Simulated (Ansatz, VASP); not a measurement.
# HC20 in VASP and in Ansatz

```xyz
21
Lattice="4.9292 0.0000 0.0000 0.0000 6.8054 0.0000 0.0000 0.0000 22.2347" Properties=species:S:1:pos:R:3 pbc="T T T"
C     1.5393    1.7014    4.0000
C     4.0039    1.7014    4.0000
C     0.3069    1.7014    4.7117
C     2.7715    1.7014    4.7117
C     0.9227    5.1040    5.0675
C     3.3873    5.1040    5.0675
C     2.1549    5.1040    5.7792
C     4.6195    5.1040    5.7792
C     0.3061    1.7014    6.1349
C     2.7708    1.7014    6.1349
C     1.5381    1.7014    6.8283
C     4.0027    1.7014    6.8283
C     2.1546    5.1040    7.3582
C     4.6192    5.1040    7.3582
C     0.9201    5.1040    7.9278
C     3.3847    5.1040    7.9278
C     1.5377    1.7015    8.3169
C     4.0023    1.7015    8.3169
C     0.3064    1.7015    8.9347
C     2.7710    1.7015    8.9347
H     1.5387    2.8357   11.4347
```

Alike in both runs: task single point; functional PBE; dispersion D3(BJ); k mesh 6 × 4 × 1; occupations gaussian, width 0.1 eV; no spin polarisation.

|  | VASP | Ansatz |
| --- | --- | --- |
| version | VASP 6.6.1 | Ansatz 0.2.0 |
| potentials or method | VASP PAW PBE potentials, release 64 (C, H), cutoff 520 eV | scalar-relativistic, plane waves, PAW |
| valence electrons in the cell | 81 | 81 |

Ansatz gave:

- gap on the k mesh at the Fermi level (eV): none
- rms of the force components (eV/Å): 1.134
- work function, face that differs most (eV): 6.65

Problem. Which values does VASP return?

Solution. gap on the k mesh at the Fermi level (eV): none; rms of the force components (eV/Å): 1.126; work function, face that differs most (eV): 6.65.

Atom by atom the forces differ by 0.013 eV/Å (rms over components). A gap of «none» marks a metal or a gap that the smearing closes.
